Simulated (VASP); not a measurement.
Wanted: the native input for a VASP 6.6.1 run.

| Quantity | Value |
| --- | --- |
| Task | single point |
| Functional | PBEsol |
| Potentials or basis | VASP PAW PBE potentials, release 64 (W_sv, O) |
| Cutoff | 520 eV |
| k mesh | 8 × 8 × 8 |
| Occupations | gaussian, width 0.15 eV |
| Spin | no spin polarisation |
| Dipole correction | no |
| Further INCAR settings | ALGO = Normal; EDIFF = 1e-06; NBANDS = 58 |

The structure of W3O lies in POSCAR:

```
W3O
1.0
    4.8313496810      0.0000000000      0.0000000000
    0.0000000000      4.8313496810      0.0000000000
    0.0000000000      0.0000000000      4.8313496810
W O
6 2
Direct
    0.5000000000      0.7500000000      0.0000000000
    0.0000000000      0.5000000000      0.7500000000
    0.2500000000      0.0000000000      0.5000000000
    0.5000000000      0.2500000000      0.0000000000
    0.0000000000      0.5000000000      0.2500000000
    0.7500000000      0.0000000000      0.5000000000
    0.4627433301      0.5000000000      0.5000000000
    0.0000000000      0.0000000000      0.0000000000
```

This cell differs from its parent crystal: atom 7 (O) moved -0.180 Å along Cartesian [1 0 0].

These files were run (other wordings do the same):

INCAR

```
SYSTEM = W3O
PREC = Accurate
ENCUT = 520
EDIFF = 1E-6
ISMEAR = 0
SIGMA = 0.15
LREAL = .FALSE.
LASPH = .TRUE.
NELM = 100
ALGO = Normal
ISIF = 2
LWAVE = .FALSE.
LCHARG = .FALSE.
GGA = PS
NBANDS = 58
```

KPOINTS

```
Automatic mesh
0
G
  8 8 8
  0 0 0
```

Potentials or basis: VASP PAW PBE potentials, release 64 (W_sv, O).

The run is started by

```bash
$ cat potpaw_PBE.64/W_sv/POTCAR potpaw_PBE.64/O/POTCAR > POTCAR
$ mpirun -np 1 vasp_std > vasp.out
```

Results of the run:

```
Pressure               : 1.1 GPa
Largest force          : 0.790 eV/Å
Band gap on the k mesh : zero (band 48 reaches 10.55 eV, above the bottom of band 49 at 9.67 eV)
```

Caveat: the cell differs from its parent crystal (atom 7 (O) moved -0.180 Å along Cartesian [1 0 0]); the PAW data sets were made with another functional, which shifts forces and pressure a little; spin-orbit coupling is left out, which moves the levels of the heavy elements.

Run time: 8.4 min on 1 thread of Intel(R) Xeon(R) 6975P-C (Granite Rapids), with other jobs on the host, peak memory 0.61 GiB.
